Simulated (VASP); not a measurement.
Set up this calculation in VASP 6.6.1, as the native input.

```
Task                   : single point
Functional             : LDA
Potentials or basis    : VASP PAW LDA potentials, release 64 (Si, O)
Cutoff                 : 520 eV
k mesh                 : 6 × 6 × 6
Occupations            : gaussian, width 0.02 eV
Spin                   : no spin polarisation
Dipole correction      : no
Further INCAR settings : ALGO = Normal; EDIFF = 1e-06; NBANDS = 44
```

The structure of SiO2 lies in POSCAR:

```
SiO2
1.0
   -2.6310008516      3.8748317713      4.4987151004
    2.6310008516     -3.8748317713      4.4987151004
    2.6310008516      3.8748317713     -4.4987151004
Si O
4 8
Direct
    0.8722527830      0.8272394882      0.0450132948
    0.7177738067      0.1727605118      0.5450132948
    0.1277472170      0.1727605118      0.9549867052
    0.2822261933      0.8272394882      0.4549867052
    0.0561228584      0.8061228584      0.2500000000
    0.9438771416      0.1938771416      0.7500000000
    0.7156209235      0.5000000000      0.7156209235
    0.2843790765      0.0000000000      0.7843790765
    0.2843790765      0.5000000000      0.2843790765
    0.7156209235      0.0000000000      0.2156209235
    0.0000000000      0.0000000000      0.0000000000
    0.5000000000      0.0000000000      0.5000000000
```

One way to write it, as run:

INCAR

```
SYSTEM = SiO2
  PREC = Accurate
  ENCUT = 520
  EDIFF = 1E-6
  ISMEAR = 0
  SIGMA = 0.02
  LREAL = .FALSE.
  LASPH = .TRUE.
  NELM = 100
  ALGO = Normal
  ISIF = 2
  LWAVE = .FALSE.
  LCHARG = .FALSE.
  NBANDS = 44
```

KPOINTS

```
Automatic mesh
0
G
  6 6 6
  0 0 0
```

Potentials or basis: VASP PAW LDA potentials, release 64 (Si, O).

Run with:

```console
$ cat potpaw_LDA.64/Si/POTCAR potpaw_LDA.64/O/POTCAR > POTCAR
$ mpirun -np 1 vasp_std > vasp.out
```

Results of the run:

```json
{
 "Pressure": "1.5 GPa",
 "Largest force": "0.044 eV/Å",
 "Band gap on the k mesh": "5.38 eV (least direct gap 5.39 eV)"
}
```

Wall time 3.9 min on 1 thread of Intel(R) Xeon(R) Platinum 8488C (Sapphire Rapids), on a shared host, peak memory 0.41 GiB.
